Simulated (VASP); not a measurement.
**InP: single point with r2SCANh**

InP:

```
In P
1.0
     0.00000    2.95375    2.95375
     2.95375    0.00000    2.95375
     2.95375    2.95375    0.00000
In P
1 1
Cartesian
  0.0000 0.0000 0.0000
  4.4306 4.4306 4.4306
```

```
Program             : VASP 6.6.1
Task                : single point
Functional          : r2SCANh
Potentials or basis : VASP PAW PBE potentials, release 64 (In_d, P)
Cutoff              : 440 eV
k mesh              : 5 × 5 × 5
Occupations         : fermi-dirac, width 0.01 eV
Spin                : no spin polarisation
```

```json
{"Pressure": "-0.7 GPa", "Band gap on the k mesh": "1.52 eV"}
```

Levels at points of the mesh, in eV from the valence-band top:
```tsv
k point	band 7	band 8	band 9	band 10	band 11	band 12
(0.00, 0.00, 0.00)	0.00	0.00	0.00	1.52	4.98	4.98
```

Run time: 19 min on 1 thread of Oxide Virtual Turin-like Processor, on a shared host, peak memory 0.15 GiB.

Caveat: the PAW data sets were made with another functional, which shifts forces and pressure a little; spin-orbit coupling is left out, which moves the levels of the heavy elements.
